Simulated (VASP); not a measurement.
# Eu (Im-3m) in VASP: single point with PBE

Aim: the single point of Eu with PBE.

All numbers are computed with VASP 6.6.1; they aren't measurements. Logs are shortened: lines on timing, memory, paths and dates and some standing lists are left out, and cuts for length are marked.

## 1. The cell of the first run

It takes space group Im-3m (No. 229, cubic). The conventional cell has a = 4.962 Å, b = 4.962 Å, c = 4.962 Å, α = 90.00°, β = 90.00°, γ = 90.00°. Within 5.6 Å of Eu (site symmetry m-3m) lie 14 Eu at 4.30 to 4.96 Å.

## 2. Single point, PBE, collinear spin, ferromagnetic start (volume scaled by 1.25)

INCAR

```
  PREC = Accurate
  ENCUT = 520
  EDIFF = 1E-6
  ISMEAR = -1
  SIGMA = 0.05
  LREAL = False
  LASPH = True
  NELM = 150
  ALGO = Normal
  ISIF = 2
  LWAVE = False
  LCHARG = True
  ISPIN = 2
  MAGMOM = 7
  LORBIT = 11
  LMAXMIX = 6
  GGA = PE
  LELF = True
  LVHAR = True
  NBANDS = 18
```

KPOINTS

```
Automatic mesh
0
Gamma
  10 10 10
```

POSCAR

```
Eu
1.0
   -2.4808315456      2.4808315456      2.4808315456
    2.4808315456     -2.4808315456      2.4808315456
    2.4808315456      2.4808315456     -2.4808315456
Eu
1
Direct
    0.0000000000      0.0000000000      0.0000000000
```

Potentials or basis: VASP PAW PBE potentials, release 64 (Eu).

Launch:

```
> cat potpaw_PBE.64/Eu/POTCAR > POTCAR
> mpirun -np 1 vasp_std > vasp.out
```

OUTCAR:

```text
PREC = Accurate
   ENCUT = 520
   EDIFF = 1E-6
   ISMEAR = -1
   LREAL = False
   LASPH = True
   NELM = 150
   ISIF = 2
   ISPIN = 2
   LORBIT = 11
   GGA = PE

 ion  position               nearest neighbor table
   1  0.000  0.000  0.000-

  LATTYP: Found a body centered cubic cell.
 ALAT       =     4.9616630912

  Lattice vectors:

 A1 = (  -2.4808315456,   2.4808315456,   2.4808315456)
 A2 = (   2.4808315456,  -2.4808315456,   2.4808315456)
 A3 = (   2.4808315456,   2.4808315456,  -2.4808315456)

Analysis of symmetry for initial positions (statically):
=====================================================================
 Subroutine PRICEL returns:
 Original cell was already a primitive cell.

 Routine SETGRP: Setting up the symmetry group for a
 body centered cubic supercell.

 Subroutine GETGRP returns: Found 48 space group operations
 (whereof 48 operations were pure point group operations)
 out of a pool of 48 trial point group operations.

The static configuration has the point symmetry O_h .

Analysis of symmetry for dynamics (positions and initial velocities):
=====================================================================
 Subroutine PRICEL returns:
 Original cell was already a primitive cell.

 Routine SETGRP: Setting up the symmetry group for a
 body centered cubic supercell.

 Subroutine GETGRP returns: Found 48 space group operations
 (whereof 48 operations were pure point group operations)
 out of a pool of 48 trial point group operations.

The dynamic configuration has the point symmetry O_h .

Analysis of structural, dynamic, and magnetic symmetry:
=====================================================================
 Subroutine PRICEL returns:
 Original cell was already a primitive cell.

 Routine SETGRP: Setting up the symmetry group for a
 body centered cubic supercell.

 Subroutine GETGRP returns: Found 48 space group operations
 (whereof 48 operations were pure point group operations)
 out of a pool of 48 trial point group operations.

The overall configuration has the point symmetry O_h .

 Subroutine INISYM returns: Found 48 space group operations
 (whereof 48 operations are pure point group operations),
 and found     1 'primitive' translations

----------------------------------------------------------------------------------------

                                     Primitive cell

  volume of cell :      61.0734

  direct lattice vectors                    reciprocal lattice vectors
    -2.480831546  2.480831546  2.480831546     0.000000000  0.201545325  0.201545325
     2.480831546 -2.480831546  2.480831546     0.201545325  0.000000000  0.201545325
     2.480831546  2.480831546 -2.480831546     0.201545325  0.201545325  0.000000000

  length of vectors
     4.296926282  4.296926282  4.296926282     0.285028132  0.285028132  0.285028132

  position of ions in fractional coordinates (direct lattice)
     0.000000000  0.000000000  0.000000000

  ion indices of the primitive-cell ions
   primitive index   ion index
                 1           1

----------------------------------------------------------------------------------------

 KPOINTS: Automatic mesh

Automatic generation of k-mesh.
 Grid dimensions read from file:
 generate k-points for:   10   10   10

 Generating k-lattice:

  Cartesian coordinates                     Fractional coordinates (reciprocal lattice)
     0.000000000  0.020154532  0.020154532     0.100000000  0.000000000  0.000000000
     0.020154532  0.000000000  0.020154532     0.000000000  0.100000000  0.000000000
     0.020154532  0.020154532  0.000000000     0.000000000  0.000000000  0.100000000

  Length of vectors
     0.028502813  0.028502813  0.028502813

  Shift w.r.t. Gamma in fractional coordinates (k-lattice)
     0.000000000  0.000000000  0.000000000

 Subroutine IBZKPT returns following result:
 ===========================================

 Found     47 irreducible k-points:

 Following reciprocal coordinates:
            Coordinates               Weight
  0.000000  0.000000  0.000000      1.000000
  0.100000  0.000000  0.000000     12.000000
  0.200000  0.000000  0.000000     12.000000
  0.300000  0.000000  0.000000     12.000000
  0.400000  0.000000  0.000000     12.000000
  0.500000  0.000000  0.000000      6.000000
[... 16 lines left out ...]
  0.300000  0.300000  0.100000      8.000000
 -0.300000  0.300000  0.100000     24.000000
 [... further k-points ...]
   k-points           NKPTS =     47   k-points in BZ     NKDIM =     47   number of bands    NBANDS=     18
   number of dos      NEDOS =    301   number of ions     NIONS =      1
   total plane-waves  NPLWV =  32768
   dimension x,y,z NGX =    32 NGY =   32 NGZ =   32
   dimension x,y,z NGXF=    64 NGYF=   64 NGZF=   64
   ions per type =               1
   NGX,Y,Z   is equivalent  to a cutoff of  12.38, 12.38, 12.38 a.u.
   NGXF,Y,Z  is equivalent  to a cutoff of  24.76, 24.76, 24.76 a.u.
 SYSTEM =  unknown system
   PREC   = accura    normal or accurate (medium, high low for compatibility)
   ISTART =      0    job   : 0-new  1-cont  2-samecut
   ICHARG =      2    charge: 1-file 2-atom 10-const
   ISPIN  =      2    spin polarized calculation?
   LNONCOLLINEAR =      F non collinear calculations
   LSORBIT =      F    spin-orbit coupling
   LASPH  =      T    aspherical Exc in radial PAW
   ENCUT  =  520.0 eV  38.22 Ry    6.18 a.u.   7.99  7.99  7.99*2*pi/ulx,y,z
   NELM   =    150;   NELMIN=  2; NELMDL= -5     # of ELM steps
   EDIFF  = 0.1E-05   stopping-criterion for ELM
   LREAL  =      F    real-space projection
   EDIFFG = 0.1E-04   stopping-criterion for IOM
   NSW    =      0    number of steps for IOM
   IBRION =     -1    ionic relax: 0-MD 1-quasi-New 2-CG
   NFREE  =      0    steps in history (QN), initial steepest desc. (CG)
   ISIF   =      2    stress and relaxation
   ISYM   =      2    0-nonsym 1-usesym 2-fastsym
   POTIM  = 0.5000    time-step for ionic-motion
   TEBEG  =    0.0;   TEEND  =   0.0 temperature during run
   PSTRESS=    0.0 pullay stress
   NELECT =      17.0000    total number of electrons
   NUPDOWN=      -1.0000    fix difference up-down
   EMIN   =  10.00;   EMAX   =-10.00  energy-range for DOS
   EFERMI =   0.00;   METHOD = LEGACY
   ISMEAR =    -1;   SIGMA  =   0.05  broadening in eV -4-tet -1-fermi 0-gaus
   EFERMI_NEDOS =   21; number of points for ismear=-14 and -15
   IALGO  =     38    algorithm
   IMIX   =      4    mixing-type and parameters
     AMIX     =   0.40;   BMIX     =  1.00
     AMIX_MAG =   1.60;   BMIX_MAG =  1.00
  volume/ion in A,a.u.               =      61.07       412.14
  Fermi-wavevector in a.u.,A,eV,Ry     =   1.068909  2.019944 15.545546  1.142565
  Thomas-Fermi vector in A             =   2.204571
   LORBIT       =     11    0 simple, 1 ext, 2 COOP (PROOUT), +10 PAW based schemes
   GGA     = PE    functional components
   LHFCALC =     F    Hartree Fock is set to
   AEXX    =    0.0000 exact exchange contribution
   IVDW    =     0    specifies the selected vdW correction
   LEPSILON=     F    determine dielectric tensor
   LRPA    =     F    only Hartree local field effects (RPA)
 spin polarized calculation
  energy-cutoff  :      520.00
  volume of cell :       61.07
 maximum number of plane-waves:      1686
   NGX = 15   NGY = 15   NGZ = 15

 number of electron      16.9999999 magnetization       7.3615058

 Free energy of the ion-electron system (eV)
  ---------------------------------------------------
  ext. energy  EPLUGINS =         0.00000000
  ---------------------------------------------------
  free energy    TOTEN  =       -11.21273462 eV

  energy without entropy =      -11.19748454  energy(sigma->0) =      -11.20510958

 E-fermi :   0.8818     XC(G=0):  -7.4571

 val. band max:        0.8797498706   @ k =   0.3000   0.2000   0.2000
 cond. band min:       0.8828913151   @ k =   0.3000   0.3000   0.1000
 fundamental gap:      0.0031414445
 Fermi energy:         0.8817758802

 spin component 1

 k-point     1 :       0.0000    0.0000    0.0000
  band No.  band energies     occupation
      1     -41.0769      1.00000
      2     -19.8167      1.00000
      3     -19.8167      1.00000
      4     -19.8167      1.00000
      5      -2.8546      1.00000
      6       0.3797      0.99996
[... 10 lines left out ...]
     17       3.5907      0.00000
     18       8.7685      0.00000

 k-point     2 :       0.1000    0.0000    0.0000
  band No.  band energies     occupation
      1     -41.0763      1.00000
      2     -19.8285      1.00000
      3     -19.8208      1.00000
      4     -19.8167      1.00000
      5      -2.6958      1.00000
      6       0.3805      0.99996
[... 10 lines left out ...]
     17       3.5986      0.00000
     18       8.9960      0.00000

 k-point     3 :       0.2000    0.0000    0.0000
  band No.  band energies     occupation
      1     -41.0748      1.00000
      2     -19.8590      1.00000
      3     -19.8314      1.00000
      4     -19.8165      1.00000
      5      -2.2399      1.00000
      6       0.3836      0.99995
[... 10 lines left out ...]
     17       3.6399      0.00000
     18       8.5228      0.00000

 k-point     4 :       0.3000    0.0000    0.0000
  band No.  band energies     occupation
      1     -41.0730      1.00000
      2     -19.8963      1.00000
      3     -19.8445      1.00000
      4     -19.8163      1.00000
      5      -1.5579      1.00000
      6       0.3833      0.99995
[... 375 lines left out ...]
      4     -19.8264      1.00000
      5      -2.0895      1.00000
      6       0.3753      0.99996
[... 10 lines left out ...]
     17       3.8783      0.00000
     18       8.0774      0.00000

 k-point    23 :       0.3000    0.3000    0.1000
  band No.  band energies     occupation
      1     -41.0706      1.00000
      2     -19.8927      1.00000
      3     -19.8927      1.00000
      4     -19.8417      1.00000
      5       0.3360      0.99998
      6       0.3974      0.99994
[... 10 lines left out ...]
     17       3.9219      0.00000
     18       6.2033      0.00000

 k-point    24 :      -0.3000    0.3000    0.1000
  band No.  band energies     occupation
      1     -41.0725      1.00000
      2     -19.8947      1.00000
      3     -19.8489      1.00000
      4     -19.8257      1.00000
      5      -1.4156      1.00000
      6       0.3753      0.99996
[... 10 lines left out ...]
     17       3.8946      0.00000
     18       6.8243      0.00000

 [... further k-points ...]

 spin component 2

 k-point     1 :       0.0000    0.0000    0.0000
  band No.  band energies     occupation
      1     -37.9066      1.00000
      2     -17.4851      1.00000
      3     -17.4851      1.00000
      4     -17.4851      1.00000
      5      -2.2658      1.00000
      6       3.2925      0.00000
[... 10 lines left out ...]
     17       5.3759      0.00000
     18       9.6086      0.00000

 k-point     2 :       0.1000    0.0000    0.0000
  band No.  band energies     occupation
      1     -37.9059      1.00000
      2     -17.5012      1.00000
      3     -17.4906      1.00000
      4     -17.4851      1.00000
      5      -2.1021      1.00000
      6       3.1514      0.00000
[... 10 lines left out ...]
     17       5.3807      0.00000
     18       9.7218      0.00000

 k-point     3 :       0.2000    0.0000    0.0000
  band No.  band energies     occupation
      1     -37.9038      1.00000
      2     -17.5426      1.00000
      3     -17.5047      1.00000
      4     -17.4849      1.00000
      5      -1.6336      1.00000
      6       2.7796      0.00000
[... 10 lines left out ...]
     17       5.4030      0.00000
     18       9.5584      0.00000

 k-point     4 :       0.3000    0.0000    0.0000
  band No.  band energies     occupation
      1     -37.9013      1.00000
      2     -17.5929      1.00000
      3     -17.5220      1.00000
      4     -17.4847      1.00000
      5      -0.9373      1.00000
      6       2.2445      0.00000
[... 375 lines left out ...]
      4     -17.4982      1.00000
      5      -1.4787      1.00000
      6       2.8282      0.00000
[... 10 lines left out ...]
     17       5.4043      0.00000
     18       8.9899      0.00000

 k-point    23 :       0.3000    0.3000    0.1000
  band No.  band energies     occupation
      1     -37.8980      1.00000
      2     -17.5877      1.00000
      3     -17.5877      1.00000
      4     -17.5190      1.00000
      5       1.3587      0.00007
      6       1.5431      0.00000
[... 10 lines left out ...]
     17       5.5545      0.00000
     18       7.3806      0.00000

 k-point    24 :      -0.3000    0.3000    0.1000
  band No.  band energies     occupation
      1     -37.9007      1.00000
      2     -17.5908      1.00000
      3     -17.5279      1.00000
      4     -17.4974      1.00000
      5      -0.7903      1.00000
      6       2.2552      0.00000
[... 10 lines left out ...]
     17       5.4818      0.00000
     18       7.8558      0.00000

 [... further k-points ...]
[... 5 lines left out ...]
  --------------------------------------------------------------------------------------
  -------------------------------------------------------------------------------------
  Total       -1.1563070     -1.1563070     -1.1563070     -0.0000000     -0.0000000      0.0000000
  in kB      -30.3341553    -30.3341553    -30.3341553     -0.0000000     -0.0000000      0.0000000
  external PRESSURE =     -30.3341553 kB  Pullay stress =       0.0000000 kB

 VOLUME and BASIS-vectors are now :
 -----------------------------------------------------------------------------
  energy-cutoff  :      520.00
  volume of cell :       61.07
      direct lattice vectors                 reciprocal lattice vectors
    -2.480831546  2.480831546  2.480831546     0.000000000  0.201545325  0.201545325
     2.480831546 -2.480831546  2.480831546     0.201545325  0.000000000  0.201545325
     2.480831546  2.480831546 -2.480831546     0.201545325  0.201545325  0.000000000

 POSITION                                       TOTAL-FORCE (eV/Angst)
 -----------------------------------------------------------------------------------
      0.00000      0.00000      0.00000         0.000000      0.000000      0.000000
 -----------------------------------------------------------------------------------
    total drift:                                0.000000      0.000000     -0.000000

  FREE ENERGIE OF THE ION-ELECTRON SYSTEM (eV)
  ---------------------------------------------------
  free  energy   TOTEN  =       -11.2127346235 eV

  energy  without entropy=      -11.1974845375  energy(sigma->0) =      -11.20510958

 total charge

# of ion       s       p       d       f       tot
--------------------------------------------------
    1        2.072   5.729   0.166   6.745  14.712

 magnetization (x)

# of ion       s       p       d       f       tot
--------------------------------------------------
    1       -0.005  -0.104   0.091   6.745   6.726
```

It took 92 s on 1 thread of Intel Xeon Platinum 8375C at 2.90GHz (Ice Lake), shared host; peak memory 0.26 GiB.

Results:

| Item | Value |
| --- | --- |
| Free energy | -11.2127 eV |
| Pressure | -3.0 GPa |
| Net moment | 7.36 μB per cell |
| Site moments | Eu +6.73 μB |
| Valence electrons inside the program's atomic spheres | Eu 14.71 |

Levels at points of the mesh, in eV from the Fermi level:
Spin up:
| k point | band 9 | band 10 | band 11 | band 12 | band 13 | band 14 | band 15 | band 16 |
| --- | --- | --- | --- | --- | --- | --- | --- | --- |
| (0.00, 0.00, 0.00) | -0.43 | -0.43 | -0.43 | -0.40 | 1.55 | 1.55 | 1.55 | 2.71 |
| (0.50, 0.00, 0.00) | -0.45 | -0.43 | -0.43 | -0.42 | 0.16 | 0.61 | 2.51 | 3.07 |
| (0.50, 0.50, 0.50) | -0.48 | -0.48 | -0.41 | -0.41 | -0.41 | 3.32 | 3.32 | 3.32 |
Spin down:
```
           k point  band 1  band 2  band 3  band 4  band 5  band 6  band 7  band 8  band 9  band 10
(0.00, 0.00, 0.00)  -38.79  -18.37  -18.37  -18.37   -3.15    2.41    2.41    2.41    3.77     3.77
(0.50, 0.00, 0.00)  -38.78  -18.53  -18.42  -18.37   -0.68    0.73    1.37    3.52    3.98     4.19
(0.50, 0.50, 0.50)  -38.77  -18.49  -18.49  -18.49    0.25    0.25    3.46    3.46    3.46     4.20
```

Caveat: spin-orbit coupling is left out, which moves the levels of the heavy elements.
